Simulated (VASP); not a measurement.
# Fe in VASP: further runs

Fe is run at these levels: PBE; tasks: single point.

Everything below comes from runs of VASP 6.6.1. Logs are shortened: lines on timing, memory, paths and dates and some standing lists are left out, and cuts for length are marked.

### Step 1. The cell of the first run

Symmetry: Fm-3m, No. 225, cubic system. The conventional cell has a = 3.656 Å, b = 3.656 Å, c = 3.656 Å, α = 90.00°, β = 90.00°, γ = 90.00°. Within 3.4 Å of Fe (site symmetry m-3m) lie 12 Fe at 2.58 Å.

This isn't the form of Fe at room conditions, which is bcc.

### Step 2. Single point, PBE, collinear spin, ferromagnetic start

INCAR reads:

```
PREC = Accurate ; ENCUT = 520
EDIFF = 1E-6 ; ISMEAR = 0
SIGMA = 0.1 ; LREAL = False
LASPH = True ; NELM = 150
ALGO = Fast ; ISIF = 2
LWAVE = False ; LCHARG = True
ISPIN = 2 ; MAGMOM = 4
LORBIT = 11 ; LMAXMIX = 4
GGA = PE ; LELF = True
LVHAR = True ; NBANDS = 14
```

KPOINTS reads:

```
regular mesh
0
Gamma
  8 8 8
```

POSCAR reads:

```
Fe
1.0
    0.0000000000      1.8277755852      1.8277755852
    1.8277755852      0.0000000000      1.8277755852
    1.8277755852      1.8277755852      0.0000000000
Fe
1
Direct
    0.0000000000      0.0000000000      0.0000000000
```

Potentials or basis: VASP PAW PBE potentials, release 64 (Fe).

The run is started by

```console
> cat potpaw_PBE.64/Fe/POTCAR > POTCAR
> mpirun -np 1 vasp_std > vasp.out
```

OUTCAR:

```text
PREC = Accurate
   ENCUT = 520
   EDIFF = 1E-6
   ISMEAR = 0
   LREAL = False
   LASPH = True
   NELM = 150
   ISIF = 2
   ISPIN = 2
   LORBIT = 11
   GGA = PE

 ion  position               nearest neighbor table
   1  0.000  0.000  0.000-

  LATTYP: Found a face centered cubic cell.
 ALAT       =     3.6555511704

  Lattice vectors:

 A1 = (   0.0000000000,   1.8277755852,   1.8277755852)
 A2 = (   1.8277755852,   0.0000000000,   1.8277755852)
 A3 = (   1.8277755852,   1.8277755852,   0.0000000000)

Analysis of symmetry for initial positions (statically):
=====================================================================
 Subroutine PRICEL returns:
 Original cell was already a primitive cell.

 Routine SETGRP: Setting up the symmetry group for a
 face centered cubic supercell.

 Subroutine GETGRP returns: Found 48 space group operations
 (whereof 48 operations were pure point group operations)
 out of a pool of 48 trial point group operations.

The static configuration has the point symmetry O_h .

Analysis of symmetry for dynamics (positions and initial velocities):
=====================================================================
 Subroutine PRICEL returns:
 Original cell was already a primitive cell.

 Routine SETGRP: Setting up the symmetry group for a
 face centered cubic supercell.

 Subroutine GETGRP returns: Found 48 space group operations
 (whereof 48 operations were pure point group operations)
 out of a pool of 48 trial point group operations.

The dynamic configuration has the point symmetry O_h .

Analysis of structural, dynamic, and magnetic symmetry:
=====================================================================
 Subroutine PRICEL returns:
 Original cell was already a primitive cell.

 Routine SETGRP: Setting up the symmetry group for a
 face centered cubic supercell.

 Subroutine GETGRP returns: Found 48 space group operations
 (whereof 48 operations were pure point group operations)
 out of a pool of 48 trial point group operations.

The overall configuration has the point symmetry O_h .

 Subroutine INISYM returns: Found 48 space group operations
 (whereof 48 operations are pure point group operations),
 and found     1 'primitive' translations

----------------------------------------------------------------------------------------

                                     Primitive cell

  volume of cell :      12.2123

  direct lattice vectors                    reciprocal lattice vectors
     0.000000000  1.827775585  1.827775585    -0.273556559  0.273556559  0.273556559
     1.827775585  0.000000000  1.827775585     0.273556559 -0.273556559  0.273556559
     1.827775585  1.827775585  0.000000000     0.273556559  0.273556559 -0.273556559

  length of vectors
     2.584865022  2.584865022  2.584865022     0.473813859  0.473813859  0.473813859

  position of ions in fractional coordinates (direct lattice)
     0.000000000  0.000000000  0.000000000

  ion indices of the primitive-cell ions
   primitive index   ion index
                 1           1

----------------------------------------------------------------------------------------

 KPOINTS: regular mesh

Automatic generation of k-mesh.
 Grid dimensions read from file:
 generate k-points for:    8    8    8

 Generating k-lattice:

  Cartesian coordinates                     Fractional coordinates (reciprocal lattice)
    -0.034194570  0.034194570  0.034194570     0.125000000  0.000000000  0.000000000
     0.034194570 -0.034194570  0.034194570     0.000000000  0.125000000  0.000000000
     0.034194570  0.034194570 -0.034194570     0.000000000  0.000000000  0.125000000

  Length of vectors
     0.059226732  0.059226732  0.059226732

  Shift w.r.t. Gamma in fractional coordinates (k-lattice)
     0.000000000  0.000000000  0.000000000

 Subroutine IBZKPT returns following result:
 ===========================================

 Found     29 irreducible k-points:

 Following reciprocal coordinates:
            Coordinates               Weight
  0.000000  0.000000  0.000000      1.000000
  0.125000  0.000000  0.000000      8.000000
  0.250000  0.000000  0.000000      8.000000
  0.375000  0.000000  0.000000      8.000000
  0.500000  0.000000  0.000000      4.000000
  0.125000  0.125000  0.000000      6.000000
[... 16 lines left out ...]
  0.500000  0.250000  0.125000     48.000000
 -0.375000  0.250000  0.125000     24.000000
 [... further k-points ...]
   k-points           NKPTS =     29   k-points in BZ     NKDIM =     29   number of bands    NBANDS=     14
   number of dos      NEDOS =    301   number of ions     NIONS =      1
   total plane-waves  NPLWV =   8000
   dimension x,y,z NGX =    20 NGY =   20 NGZ =   20
   dimension x,y,z NGXF=    40 NGYF=   40 NGZF=   40
   ions per type =               1
   NGX,Y,Z   is equivalent  to a cutoff of  12.86, 12.86, 12.86 a.u.
   NGXF,Y,Z  is equivalent  to a cutoff of  25.73, 25.73, 25.73 a.u.
 SYSTEM =  unknown system
   PREC   = accura    normal or accurate (medium, high low for compatibility)
   ISTART =      0    job   : 0-new  1-cont  2-samecut
   ICHARG =      2    charge: 1-file 2-atom 10-const
   ISPIN  =      2    spin polarized calculation?
   LNONCOLLINEAR =      F non collinear calculations
   LSORBIT =      F    spin-orbit coupling
   LASPH  =      T    aspherical Exc in radial PAW
   ENCUT  =  520.0 eV  38.22 Ry    6.18 a.u.   4.81  4.81  4.81*2*pi/ulx,y,z
   NELM   =    150;   NELMIN=  2; NELMDL= -5     # of ELM steps
   EDIFF  = 0.1E-05   stopping-criterion for ELM
   LREAL  =      F    real-space projection
   EDIFFG = 0.1E-04   stopping-criterion for IOM
   NSW    =      0    number of steps for IOM
   IBRION =     -1    ionic relax: 0-MD 1-quasi-New 2-CG
   NFREE  =      0    steps in history (QN), initial steepest desc. (CG)
   ISIF   =      2    stress and relaxation
   ISYM   =      2    0-nonsym 1-usesym 2-fastsym
   POTIM  = 0.5000    time-step for ionic-motion
   TEBEG  =    0.0;   TEEND  =   0.0 temperature during run
   PSTRESS=    0.0 pullay stress
   NELECT =       8.0000    total number of electrons
   NUPDOWN=      -1.0000    fix difference up-down
   EMIN   =  10.00;   EMAX   =-10.00  energy-range for DOS
   EFERMI =   0.00;   METHOD = LEGACY
   ISMEAR =     0;   SIGMA  =   0.10  broadening in eV -4-tet -1-fermi 0-gaus
   EFERMI_NEDOS =   21; number of points for ismear=-14 and -15
   IALGO  =     68    algorithm
   IMIX   =      4    mixing-type and parameters
     AMIX     =   0.40;   BMIX     =  1.00
     AMIX_MAG =   1.60;   BMIX_MAG =  1.00
  volume/ion in A,a.u.               =      12.21        82.41
  Fermi-wavevector in a.u.,A,eV,Ry     =   1.421800  2.686813 27.504399  2.021516
  Thomas-Fermi vector in A             =   2.542572
   LORBIT       =     11    0 simple, 1 ext, 2 COOP (PROOUT), +10 PAW based schemes
   GGA     = PE    functional components
   LHFCALC =     F    Hartree Fock is set to
   AEXX    =    0.0000 exact exchange contribution
   IVDW    =     0    specifies the selected vdW correction
   LEPSILON=     F    determine dielectric tensor
   LRPA    =     F    only Hartree local field effects (RPA)
 spin polarized calculation
 RMM-DIIS sequential band-by-band and
 Gauss-broadening in eV      SIGMA  =   0.10
  energy-cutoff  :      520.00
  volume of cell :       12.21
 maximum number of plane-waves:       342
   NGX =  9   NGY =  9   NGZ =  9

 number of electron       8.0000006 magnetization       2.6984263

 Free energy of the ion-electron system (eV)
  ---------------------------------------------------
  ext. energy  EPLUGINS =         0.00000000
  ---------------------------------------------------
  free energy    TOTEN  =        -8.09390785 eV

  energy without entropy =       -8.08765934  energy(sigma->0) =       -8.09078360

 E-fermi :   5.3349     XC(G=0): -12.6979

 val. band max:        5.3281968784   @ k =   0.0000   0.0000   0.0000
 cond. band min:       5.3550930097   @ k =   0.5000   0.0000   0.0000
 fundamental gap:      0.0268961313
 Fermi energy:         5.3348997913

 spin component 1

 k-point     1 :       0.0000    0.0000    0.0000
  band No.  band energies     occupation
      1      -2.9631      1.00000
      2       2.8751      1.00000
      3       2.8751      1.00000
      4       2.8751      1.00000
      5       3.8140      1.00000
      6       3.8140      1.00000
      7      26.9811      0.00000
      8      30.8896      0.00000
      9      30.8896      0.00000
     10      30.8896      0.00000
     11      33.6193      0.00000
     12      33.6193      0.00000
     13      33.6193      0.00000
     14      36.3114      0.00000

 k-point     2 :       0.1250    0.0000    0.0000
  band No.  band energies     occupation
      1      -2.3946      1.00000
      2       2.7272      1.00000
      3       2.9965      1.00000
      4       2.9965      1.00000
      5       3.7763      1.00000
      6       3.7763      1.00000
      7      24.7345      0.00000
      8      28.0728      0.00000
      9      30.0580      0.00000
     10      30.0580      0.00000
     11      34.6104      0.00000
     12      34.8739      0.00000
     13      34.8739      0.00000
     14      39.4988      0.00000
[... 343 lines left out ...]
      1       1.1966      1.00000
      2       2.0819      1.00000
      3       2.5013      1.00000
      4       3.4898      1.00000
      5       4.4168      1.00000
      6       6.5630      0.00000
      7      14.8645      0.00000
      8      19.9205      0.00000
      9      22.8097      0.00000
     10      29.6308      0.00000
     11      32.9845      0.00000
     12      37.3575      0.00000
     13      39.4998      0.00000
     14      44.4599      0.00000

 k-point    24 :      -0.3750    0.2500    0.1250
  band No.  band energies     occupation
      1       1.3637      1.00000
      2       1.9606      1.00000
      3       2.8507      1.00000
      4       3.3367      1.00000
      5       4.6704      1.00000
      6       8.6869      0.00000
      7      11.4829      0.00000
      8      20.3672      0.00000
      9      21.3591      0.00000
     10      29.2350      0.00000
     11      33.0134      0.00000
     12      39.5404      0.00000
     13      42.1009      0.00000
     14      42.8857      0.00000

 [... further k-points ...]

 spin component 2

 k-point     1 :       0.0000    0.0000    0.0000
  band No.  band energies     occupation
      1      -2.6832      1.00000
      2       5.3281      0.53818
      3       5.3282      0.53778
      4       5.3282      0.53776
      5       6.9057      0.00000
      6       6.9058      0.00000
      7      26.6206      0.00000
      8      31.3342      0.00000
      9      31.3342      0.00000
     10      31.3342      0.00000
     11      34.4037      0.00000
     12      34.4037      0.00000
     13      34.4037      0.00000
     14      35.7028      0.00000

 k-point     2 :       0.1250    0.0000    0.0000
  band No.  band energies     occupation
      1      -2.1098      1.00000
      2       5.1017      0.99951
      3       5.4745      0.02420
      4       5.4745      0.02416
      5       6.8396      0.00000
      6       6.8397      0.00000
      7      25.1214      0.00000
      8      28.0065      0.00000
      9      30.7026      0.00000
     10      30.7026      0.00000
     11      34.6477      0.00000
     12      35.3877      0.00000
     13      35.3877      0.00000
     14      40.6792      0.00000
[... 343 lines left out ...]
      1       2.3443      1.00000
      2       4.0381      1.00000
      3       4.8114      1.00000
      4       6.2545      0.00000
      5       7.2142      0.00000
      6       8.8003      0.00000
      7      15.9712      0.00000
      8      20.6903      0.00000
      9      23.5516      0.00000
     10      30.0474      0.00000
     11      33.4438      0.00000
     12      38.1445      0.00000
     13      39.8413      0.00000
     14      45.0350      0.00000

 k-point    24 :      -0.3750    0.2500    0.1250
  band No.  band energies     occupation
      1       3.0251      1.00000
      2       3.9703      1.00000
      3       4.8321      1.00000
      4       6.1202      0.00000
      5       7.5398      0.00000
      6      10.2112      0.00000
      7      12.9957      0.00000
      8      21.0736      0.00000
      9      22.2211      0.00000
     10      29.5767      0.00000
     11      33.5870      0.00000
     12      39.8735      0.00000
     13      42.7287      0.00000
     14      43.7383      0.00000

 [... further k-points ...]

------------------------ aborting loop because EDIFF is reached ----------------------------------------

  FORCE on cell =-STRESS in cart. coord.  units (eV):
  Direction    XX          YY          ZZ          XY          YZ          ZX
  --------------------------------------------------------------------------------------
  -------------------------------------------------------------------------------------
  Total       -0.0421626     -0.0421626     -0.0421626      0.0000000      0.0000000     -0.0000000
  in kB       -5.5314489     -5.5314489     -5.5314489      0.0000000      0.0000000     -0.0000000
  external PRESSURE =      -5.5314489 kB  Pullay stress =       0.0000000 kB

 VOLUME and BASIS-vectors are now :
 -----------------------------------------------------------------------------
  energy-cutoff  :      520.00
  volume of cell :       12.21
      direct lattice vectors                 reciprocal lattice vectors
     0.000000000  1.827775585  1.827775585    -0.273556559  0.273556559  0.273556559
     1.827775585  0.000000000  1.827775585     0.273556559 -0.273556559  0.273556559
     1.827775585  1.827775585  0.000000000     0.273556559  0.273556559 -0.273556559

 POSITION                                       TOTAL-FORCE (eV/Angst)
 -----------------------------------------------------------------------------------
      0.00000      0.00000      0.00000         0.000000      0.000000      0.000000
 -----------------------------------------------------------------------------------
    total drift:                                0.000000      0.000000      0.000000

  FREE ENERGIE OF THE ION-ELECTRON SYSTEM (eV)
  ---------------------------------------------------
  free  energy   TOTEN  =        -8.0939078508 eV

  energy  without entropy=       -8.0876593439  energy(sigma->0) =       -8.09078360

 total charge

# of ion       s       p       d       tot
------------------------------------------
    1        0.471   0.494   6.162   7.126

 magnetization (x)

# of ion       s       p       d       tot
------------------------------------------
    1       -0.013  -0.043   2.748   2.692
```

Wall time 5.8 s (1 thread of Intel Xeon 6975P-C (Granite Rapids), shared host); peak memory 0.12 GiB.

What came out:

```yaml
Free_energy: -8.0939 eV
Pressure: -0.6 GPa
Net_moment: 2.70 μB per cell
Site_moments: Fe +2.69 μB
Valence_electrons_inside_the_program's_atomic_spheres: Fe 7.13
```

Levels at points of the mesh, in eV from the Fermi level:
Spin up:
| k point | band 1 | band 2 | band 3 | band 4 | band 5 | band 6 | band 7 | band 8 | band 9 | band 10 |
| --- | --- | --- | --- | --- | --- | --- | --- | --- | --- | --- |
| (0.00, 0.00, 0.00) | -8.30 | -2.46 | -2.46 | -2.46 | -1.52 | -1.52 | 21.65 | 25.55 | 25.55 | 25.55 |
| (0.50, 0.00, 0.00) | -4.82 | -2.62 | -2.62 | -0.61 | -0.61 | -0.16 | 5.82 | 20.28 | 23.18 | 23.18 |
| (0.50, 0.50, 0.00) | -4.94 | -4.30 | -0.76 | -0.34 | -0.34 | 2.43 | 9.03 | 13.87 | 13.87 | 18.67 |
Spin down:
```csv
k point,band 1,band 2,band 3,band 4,band 5,band 6,band 7,band 8
"(0.00, 0.00, 0.00)",-8.02,-0.01,-0.01,-0.01,1.57,1.57,21.29,26.00
"(0.50, 0.00, 0.00)",-3.34,0.02,0.02,0.03,2.34,2.34,7.56,19.95
"(0.50, 0.50, 0.00)",-3.06,-2.32,2.46,2.47,2.47,2.70,10.63,14.40
```

Caveat: the k points lie up to 0.37 Å⁻¹ apart.

(Part 1 of 2 ends here.)
